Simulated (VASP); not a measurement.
SnO:

```
Sn O
1.0
     3.42327    0.00000    0.00000
    -1.71164    2.96464    0.00000
     0.00000    0.00000    6.41796
Sn O
2 2
Direct
  0.00000 0.00000 0.00000
  0.00000 0.00000 0.50000
  0.33333 0.66667 0.25000
  0.66667 0.33333 0.75000
```

Base run:

- Program: VASP 6.6.1
- Functional: PBE
- Potentials or basis: VASP PAW PBE potentials, release 64 (Sn_d, O)
- Cutoff: 520 eV
- k mesh: 6 × 6 × 4
- Occupations: fermi-dirac, width 0.02 eV
- Spin: no spin polarisation

Its results: band gap on the k mesh zero (band 20 reaches 8.27 eV, above the bottom of band 21 at 7.46 eV); pressure 2.7 GPa.

Task: The run is repeated on the same cell with these changes: functional from PBE to r2SCAN; further incar settings from ALGO = Normal; EDIFF = 1e-07; NBANDS = 28 to ALGO = Normal; EDIFF = 1e-06; NBANDS = 28. What comes out?

Result: Band gap on the k mesh zero (band 20 reaches 8.22 eV, above the bottom of band 21 at 7.39 eV); pressure 0.3 GPa.

Caveats: spin-orbit coupling is left out, which moves the levels of the heavy elements; the PAW data sets were made with another functional, which shifts forces and pressure a little (some runs).
